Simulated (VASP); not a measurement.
# HfC5 (F-43m) in VASP: further runs

HfC5 is run at these levels: PBE; tasks: single point, relaxation of cell and atoms.

Everything below comes from runs of VASP 6.6.1. Logs are shortened: lines on timing, memory, paths and dates and some standing lists are left out, and cuts for length are marked.

## (1) The cell of the first run

The structure is cubic, space group F-43m (No. 216). Conventional cell: a = 5.993 Å, b = 5.993 Å, c = 5.993 Å, α = 90.00°, β = 90.00°, γ = 90.00°. Hf (site symmetry -43m) has 16 C at 2.57 to 2.60 Å within 3.4 Å. C (site symmetry -43m) has 12 C at 2.45 Å and 4 Hf at 2.60 Å within 3.2 Å. C (site symmetry 3m) has 3 C at 1.55 Å within 2.1 Å.

The cell was built from a structure type or drawn by symmetry, and may not be a known phase.

## (2) Single point, PBE

INCAR

```
SYSTEM = HfC5
PREC = Accurate
ENCUT = 520
EDIFF = 1E-6
ISMEAR = 0
SIGMA = 0.1
LREAL = .FALSE.
LASPH = .TRUE.
NELM = 80
ALGO = Normal
ISIF = 2
LWAVE = .FALSE.
LCHARG = .TRUE.
GGA = PE
LELF = .TRUE.
LVHAR = .TRUE.
NBANDS = 24
```

KPOINTS

```
Automatic mesh
0
G
  12 12 12
  0 0 0
```

POSCAR

```
HfC5
1.0
    0.0000000000      2.9965496256      2.9965496256
    2.9965496256      0.0000000000      2.9965496256
    2.9965496256      2.9965496256      0.0000000000
Hf C
1 5
Direct
    0.0000000000      0.0000000000      0.0000000000
    0.7500000000      0.7500000000      0.7500000000
    0.4083815938      0.7748552186      0.4083815938
    0.4083815938      0.4083815938      0.7748552186
    0.4083815938      0.4083815938      0.4083815938
    0.7748552186      0.4083815938      0.4083815938
```

Potentials or basis: VASP PAW PBE potentials, release 64 (Hf_pv, C).

On the command line:

```bash
cat potpaw_PBE.64/Hf_pv/POTCAR potpaw_PBE.64/C/POTCAR > POTCAR
mpirun -np 1 vasp_std > vasp.out
```

OUTCAR:

```text
SYSTEM = HfC5
   PREC = Accurate
   ENCUT = 520
   EDIFF = 1E-6
   ISMEAR = 0
   LREAL = .FALSE.
   LASPH = .TRUE.
   NELM = 80
   ISIF = 2
   GGA = PE

 ion  position               nearest neighbor table
   1  0.000  0.000  0.000-   3 2.57   6 2.57   4 2.57   6 2.57   3 2.57   4 2.57   5 2.57   5 2.57
                             5 2.57   3 2.57   4 2.57   6 2.57   2 2.60   2 2.60   2 2.60   2 2.60
   2  0.750  0.750  0.750-   1 2.60   1 2.60   1 2.60   1 2.60
   3  0.408  0.775  0.408-   4 1.55   5 1.55   6 1.55   1 2.57   1 2.57   1 2.57
   4  0.408  0.408  0.775-   3 1.55   5 1.55   6 1.55   1 2.57   1 2.57   1 2.57
   5  0.408  0.408  0.408-   3 1.55   4 1.55   6 1.55   1 2.57   1 2.57   1 2.57
   6  0.775  0.408  0.408-   3 1.55   4 1.55   5 1.55   1 2.57   1 2.57   1 2.57

  LATTYP: Found a face centered cubic cell.
 ALAT       =     5.9930992512

  Lattice vectors:

 A1 = (   0.0000000000,   2.9965496256,   2.9965496256)
 A2 = (   2.9965496256,   0.0000000000,   2.9965496256)
 A3 = (   2.9965496256,   2.9965496256,   0.0000000000)

Analysis of symmetry for initial positions (statically):
=====================================================================
 Subroutine PRICEL returns:
 Original cell was already a primitive cell.

 Routine SETGRP: Setting up the symmetry group for a
 face centered cubic supercell.

 Subroutine GETGRP returns: Found 24 space group operations
 (whereof 24 operations were pure point group operations)
 out of a pool of 48 trial point group operations.

The static configuration has the point symmetry T_d .

Analysis of symmetry for dynamics (positions and initial velocities):
=====================================================================
 Subroutine PRICEL returns:
 Original cell was already a primitive cell.

 Routine SETGRP: Setting up the symmetry group for a
 face centered cubic supercell.

 Subroutine GETGRP returns: Found 24 space group operations
 (whereof 24 operations were pure point group operations)
 out of a pool of 48 trial point group operations.

The dynamic configuration has the point symmetry T_d .

 Subroutine INISYM returns: Found 24 space group operations
 (whereof 24 operations are pure point group operations),
 and found     1 'primitive' translations

----------------------------------------------------------------------------------------

                                     Primitive cell

  volume of cell :      53.8139

  direct lattice vectors                    reciprocal lattice vectors
     0.000000000  2.996549626  2.996549626    -0.166858575  0.166858575  0.166858575
     2.996549626  0.000000000  2.996549626     0.166858575 -0.166858575  0.166858575
     2.996549626  2.996549626  0.000000000     0.166858575  0.166858575 -0.166858575

  length of vectors
     4.237761121  4.237761121  4.237761121     0.289007529  0.289007529  0.289007529

  position of ions in fractional coordinates (direct lattice)
     0.000000000  0.000000000  0.000000000
     0.750000000  0.750000000  0.750000000
     0.408381594  0.774855219  0.408381594
     0.408381594  0.408381594  0.774855219
     0.408381594  0.408381594  0.408381594
     0.774855219  0.408381594  0.408381594

  ion indices of the primitive-cell ions
   primitive index   ion index
                 1           1
                 2           2
                 3           3
                 4           4
                 5           5
                 6           6

----------------------------------------------------------------------------------------

 KPOINTS: Automatic mesh

Automatic generation of k-mesh.
 Grid dimensions read from file:
 generate k-points for:   12   12   12

 Generating k-lattice:

  Cartesian coordinates                     Fractional coordinates (reciprocal lattice)
    -0.013904881  0.013904881  0.013904881     0.083333333  0.000000000  0.000000000
     0.013904881 -0.013904881  0.013904881     0.000000000  0.083333333  0.000000000
     0.013904881  0.013904881 -0.013904881     0.000000000  0.000000000  0.083333333

  Length of vectors
     0.024083961  0.024083961  0.024083961

  Shift w.r.t. Gamma in fractional coordinates (k-lattice)
     0.000000000  0.000000000  0.000000000

 Subroutine IBZKPT returns following result:
 ===========================================

 Found     72 irreducible k-points:

 Following reciprocal coordinates:
            Coordinates               Weight
  0.000000  0.000000  0.000000      1.000000
  0.083333  0.000000  0.000000      8.000000
  0.166667  0.000000  0.000000      8.000000
  0.250000  0.000000  0.000000      8.000000
  0.333333  0.000000  0.000000      8.000000
  0.416667  0.000000  0.000000      8.000000
[... 16 lines left out ...]
  0.500000  0.166667  0.000000     24.000000
 -0.416667  0.166667  0.000000     24.000000
 [... further k-points ...]
   k-points           NKPTS =     72   k-points in BZ     NKDIM =     72   number of bands    NBANDS=     24
   number of dos      NEDOS =    301   number of ions     NIONS =      6
   total plane-waves  NPLWV =  32768
   dimension x,y,z NGX =    32 NGY =   32 NGZ =   32
   dimension x,y,z NGXF=    64 NGYF=   64 NGZF=   64
   ions per type =               1   5
   NGX,Y,Z   is equivalent  to a cutoff of  12.55, 12.55, 12.55 a.u.
   NGXF,Y,Z  is equivalent  to a cutoff of  25.11, 25.11, 25.11 a.u.
 SYSTEM =  HfC5
   PREC   = accura    normal or accurate (medium, high low for compatibility)
   ISTART =      0    job   : 0-new  1-cont  2-samecut
   ICHARG =      2    charge: 1-file 2-atom 10-const
   ISPIN  =      1    spin polarized calculation?
   LNONCOLLINEAR =      F non collinear calculations
   LSORBIT =      F    spin-orbit coupling
   LASPH  =      T    aspherical Exc in radial PAW
   ENCUT  =  520.0 eV  38.22 Ry    6.18 a.u.   7.88  7.88  7.88*2*pi/ulx,y,z
   NELM   =     80;   NELMIN=  2; NELMDL= -5     # of ELM steps
   EDIFF  = 0.1E-05   stopping-criterion for ELM
   LREAL  =      F    real-space projection
   EDIFFG = 0.1E-04   stopping-criterion for IOM
   NSW    =      0    number of steps for IOM
   IBRION =     -1    ionic relax: 0-MD 1-quasi-New 2-CG
   NFREE  =      0    steps in history (QN), initial steepest desc. (CG)
   ISIF   =      2    stress and relaxation
   ISYM   =      2    0-nonsym 1-usesym 2-fastsym
   POTIM  = 0.5000    time-step for ionic-motion
   TEBEG  =    0.0;   TEEND  =   0.0 temperature during run
   PSTRESS=    0.0 pullay stress
   NELECT =      30.0000    total number of electrons
   NUPDOWN=      -1.0000    fix difference up-down
   EMIN   =  10.00;   EMAX   =-10.00  energy-range for DOS
   EFERMI =   0.00;   METHOD = LEGACY
   ISMEAR =     0;   SIGMA  =   0.10  broadening in eV -4-tet -1-fermi 0-gaus
   EFERMI_NEDOS =   21; number of points for ismear=-14 and -15
   IALGO  =     38    algorithm
   IMIX   =      4    mixing-type and parameters
     AMIX     =   0.40;   BMIX     =  1.00
     AMIX_MAG =   1.60;   BMIX_MAG =  1.00
  volume/ion in A,a.u.               =       8.97        60.53
  Fermi-wavevector in a.u.,A,eV,Ry     =   1.347360  2.546142 24.699745  1.815380
  Thomas-Fermi vector in A             =   2.475117
   LORBIT       =      0    0 simple, 1 ext, 2 COOP (PROOUT), +10 PAW based schemes
   GGA     = PE    functional components
   LHFCALC =     F    Hartree Fock is set to
   AEXX    =    0.0000 exact exchange contribution
   IVDW    =     0    specifies the selected vdW correction
   LEPSILON=     F    determine dielectric tensor
   LRPA    =     F    only Hartree local field effects (RPA)
 non-spin polarized calculation
 Gauss-broadening in eV      SIGMA  =   0.10
  energy-cutoff  :      520.00
  volume of cell :       53.81
 maximum number of plane-waves:      1464
   NGX = 15   NGY = 15   NGZ = 15

 number of electron      29.9999999 magnetization

 Free energy of the ion-electron system (eV)
  ---------------------------------------------------
  ext. energy  EPLUGINS =         0.00000000
  ---------------------------------------------------
  free energy    TOTEN  =       -43.50652156 eV

  energy without entropy =      -43.48626496  energy(sigma->0) =      -43.49639326

 E-fermi :   6.6058     XC(G=0): -12.3308

 val. band max:        6.6038231191   @ k =   0.5000   0.3333   0.0833
 cond. band min:       6.6069614983   @ k =  -0.3333   0.2500   0.0000
 fundamental gap:      0.0031383791
 Fermi energy:         6.6057890718

 k-point     1 :       0.0000    0.0000    0.0000
  band No.  band energies     occupation
      1     -24.4371      2.00000
      2     -24.4371      2.00000
      3     -24.4371      2.00000
      4     -14.2454      2.00000
      5      -4.2376      2.00000
      6      -2.4182      2.00000
[... 16 lines left out ...]
     23      14.8289      0.00000
     24      14.8289      0.00000

 k-point     2 :       0.0833    0.0000    0.0000
  band No.  band energies     occupation
      1     -24.4417      2.00000
      2     -24.4376      2.00000
      3     -24.4376      2.00000
      4     -14.2212      2.00000
      5      -4.4396      2.00000
      6      -2.4924      2.00000
[... 16 lines left out ...]
     23      14.8406      0.00000
     24      14.8471      0.00000

 k-point     3 :       0.1667    0.0000    0.0000
  band No.  band energies     occupation
      1     -24.4540      2.00000
      2     -24.4389      2.00000
      3     -24.4389      2.00000
      4     -14.1544      2.00000
      5      -4.8667      2.00000
      6      -2.6774      2.00000
[... 16 lines left out ...]
     23      14.8728      0.00000
     24      14.8828      0.00000
[... 514 lines left out ...]
 k-point    23 :       0.5000    0.1667    0.0000
  band No.  band energies     occupation
      1     -24.4961      2.00000
      2     -24.4534      2.00000
      3     -24.4481      2.00000
      4     -13.8783      2.00000
      5      -5.8150      2.00000
      6      -3.8140      2.00000
[... 16 lines left out ...]
     23      13.7507      0.00000
     24      13.9730      0.00000

 k-point    24 :      -0.4167    0.1667    0.0000
  band No.  band energies     occupation
      1     -24.4969      2.00000
      2     -24.4556      2.00000
      3     -24.4467      2.00000
      4     -13.8690      2.00000
      5      -5.8344      2.00000
      6      -3.8820      2.00000
[... 16 lines left out ...]
     23      13.6965      0.00000
     24      14.2729      0.00000

 [... further k-points ...]

------------------------ aborting loop because EDIFF is reached ----------------------------------------

  FORCE on cell =-STRESS in cart. coord.  units (eV):
  Direction    XX          YY          ZZ          XY          YZ          ZX
  --------------------------------------------------------------------------------------
  -------------------------------------------------------------------------------------
  Total       -0.1938421     -0.1938421     -0.1938421      0.0000000      0.0000000     -0.0000000
  in kB       -5.7711768     -5.7711768     -5.7711768      0.0000000      0.0000000     -0.0000000
  external PRESSURE =      -5.7711768 kB  Pullay stress =       0.0000000 kB

 VOLUME and BASIS-vectors are now :
 -----------------------------------------------------------------------------
  energy-cutoff  :      520.00
  volume of cell :       53.81
      direct lattice vectors                 reciprocal lattice vectors
     0.000000000  2.996549626  2.996549626    -0.166858575  0.166858575  0.166858575
     2.996549626  0.000000000  2.996549626     0.166858575 -0.166858575  0.166858575
     2.996549626  2.996549626  0.000000000     0.166858575  0.166858575 -0.166858575

 POSITION                                       TOTAL-FORCE (eV/Angst)
 -----------------------------------------------------------------------------------
      0.00000      0.00000      0.00000        -0.000000     -0.000000     -0.000000
      4.49482      4.49482      4.49482        -0.000000     -0.000000     -0.000000
      3.54563      2.44747      3.54563         0.089393     -0.089393      0.089393
      3.54563      3.54563      2.44747         0.089393      0.089393     -0.089393
      2.44747      2.44747      2.44747        -0.089393     -0.089393     -0.089393
      2.44747      3.54563      3.54563        -0.089393      0.089393      0.089393
 -----------------------------------------------------------------------------------
    total drift:                                0.000000      0.000000      0.000000

  FREE ENERGIE OF THE ION-ELECTRON SYSTEM (eV)
  ---------------------------------------------------
  free  energy   TOTEN  =       -43.5065215631 eV

  energy  without entropy=      -43.4862649588  energy(sigma->0) =      -43.49639326
```

Run time: 2.2 min. Hardware: 1 thread of Intel Xeon 8259CL, shared host; peak memory 0.23 GiB.

Results:

- Free energy: -43.5065 eV
- Pressure: -0.6 GPa
- Largest force: 0.155 eV/Å
- Band gap on the k mesh: zero (bands 15 and 16 overlap by 2.02 eV)

Forces on the atoms (eV/Å):
```
Hf   0.000  0.000  0.000
C    0.000  0.000  0.000
C    0.089 -0.089  0.089
C    0.089  0.089 -0.089
C   -0.089 -0.089 -0.089
C   -0.089  0.089  0.089
```

Caveat: spin-orbit coupling is left out, which moves the levels of the heavy elements.

## (3) Relaxation of cell and atoms, PBE

This run uses another cell than the first one, of 8.95 Å³/atom.

INCAR

```
SYSTEM = HfC5
PREC = Accurate
ENCUT = 600
EDIFF = 1E-7
ISMEAR = 0
SIGMA = 0.1
LREAL = .False.
LASPH = .True.
NELM = 80
ALGO = Normal
ISIF = 3
LWAVE = .False.
LCHARG = .False.
GGA = PE
IBRION = 2
NSW = 100
EDIFFG = -0.01
```

KPOINTS

```
Automatic mesh
0
Gamma
  12 12 12
  0 0 0
```

POSCAR

```
HfC5
1.0
    0.0000000000      2.9942137951      2.9942137951
    2.9942137951      0.0000000000      2.9942137951
    2.9942137951      2.9942137951      0.0000000000
Hf C
1 5
Direct
    0.0000000000      0.0000000000      0.0000000000
    0.7500000000      0.7500000000      0.7500000000
    0.4080202673      0.7759391982      0.4080202673
    0.4080202673      0.4080202673      0.7759391982
    0.4080202673      0.4080202673      0.4080202673
    0.7759391982      0.4080202673      0.4080202673
```

Potentials or basis: VASP PAW PBE potentials, release 64 (Hf_pv, C).

On the command line:

```bash
cat potpaw_PBE.64/Hf_pv/POTCAR potpaw_PBE.64/C/POTCAR > POTCAR
mpirun -np 1 vasp_std > vasp.out
```

It took 12 min on 1 thread of Intel Xeon 8259CL, shared host; peak memory 0.26 GiB.

It converged, with:

* Free energy: -43.5149 eV
* Relaxed volume: 8.90 Å³/atom
* Relaxed cell: a = 4.228 Å, b = 4.228 Å, c = 4.228 Å, α = 60.00°, β = 60.00°, γ = 60.00°
* Space group after relaxing (to 0.1 Å): F-43m (No. 216)
* Energy gained by relaxing: 0.1 meV/atom
* Ionic steps: 5
* Pressure after relaxing: 0.0 GPa
* Band gap on the k mesh: zero (bands 15 and 16 overlap by 2.02 eV)

Step by step:
```
step  energy change (eV)  largest force (eV/Å)  pressure (GPa)  volume (Å³)
   1              0.0000                0.0332           -0.93        53.69
   2              0.0004                0.1605            0.93        53.29
   3             -0.0006                0.0502           -0.13        53.51
   4             -0.0007                0.0191            0.05        53.39
   5             -0.0007                0.0002            0.00        53.42
```

Final structure:
```
Hf C
1.0
     0.00000    2.98930    2.98930
     2.98930    0.00000    2.98930
     2.98930    2.98930    0.00000
Hf C
1 5
Direct
  0.00000 0.00000 0.00000
  0.75000 0.75000 0.75000
  0.40796 0.77613 0.40796
  0.40796 0.40796 0.77613
  0.40796 0.40796 0.40796
  0.77613 0.40796 0.40796
```

Levels at points of the mesh, in eV from the Fermi level:
```csv
k point,band 13,band 14,band 15,band 16,band 17,band 18
"(0.00, 0.00, 0.00)",-4.30,-4.30,1.18,1.18,1.18,5.95
"(0.50, 0.00, 0.00)",-1.48,-1.48,-0.85,-0.85,0.35,4.01
"(0.50, 0.50, 0.00)",-0.75,-0.75,-0.27,-0.27,1.80,2.83
```

Caveat: spin-orbit coupling is left out, which moves the levels of the heavy elements.
